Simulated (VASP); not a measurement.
Input of a VASP 6.6.1 run:

The input INCAR:

```
  PREC = Accurate
  ENCUT = 520
  EDIFF = 1E-6
  ISMEAR = -1
  SIGMA = 0.1
  LREAL = F
  LASPH = T
  NELM = 80
  ALGO = Normal
  ISIF = 2
  LWAVE = F
  LCHARG = F
  GGA = PE
  IVDW = 12
  NBANDS = 24
```

Contents of KPOINTS:

```
regular mesh
0
Gamma
  2 2 2
```

The input POSCAR:

```
Mg12H
1.0
    6.4200000000      0.0000000000      0.0000000000
   -4.8150000000      8.3398250000      0.0000000000
    0.0000000000      0.0000000000      5.2130400000
Mg H
12 1
Direct
    0.0112637364      0.0112592291      0.0383077820
    0.2162276279      0.2214914582      0.5392247134
    0.0447276986      0.3438321548     -0.0324762519
    0.1253388720      0.5858516216      0.4761521109
   -0.0527277469      0.6702778536     -0.0706689379
    0.1655606635      0.9132086105      0.4913831469
    0.5176375708     -0.0273866658      0.0155763240
    0.7045523114      0.2059036011      0.5158602274
    0.5201595420      0.3166613208      0.0290041895
    0.6134788517      0.5612947514      0.4757300922
    0.4702123942      0.6559010531     -0.0135237788
    0.6659319410      0.8772965860      0.5417760079
    0.2876132843      0.7418021361      0.0816989703
```

Potentials or basis: VASP PAW PBE potentials, release 64 (Mg, H).

Run with:

```sh
$ cat potpaw_PBE.64/Mg/POTCAR potpaw_PBE.64/H/POTCAR > POTCAR
$ mpirun -np 1 vasp_std > vasp.out
```

Task: What does it give for the pressure?

Result: -0.6 GPa.

Task: Predict the dispersion energy per atom.

Result: -0.267 eV.

Stress tensor (GPa, compression positive):
```
-1.94 -0.66 -0.35
-0.66 -0.22  0.37
-0.35  0.37  0.34
```

Caveat: the k points lie up to 0.60 Å⁻¹ apart.
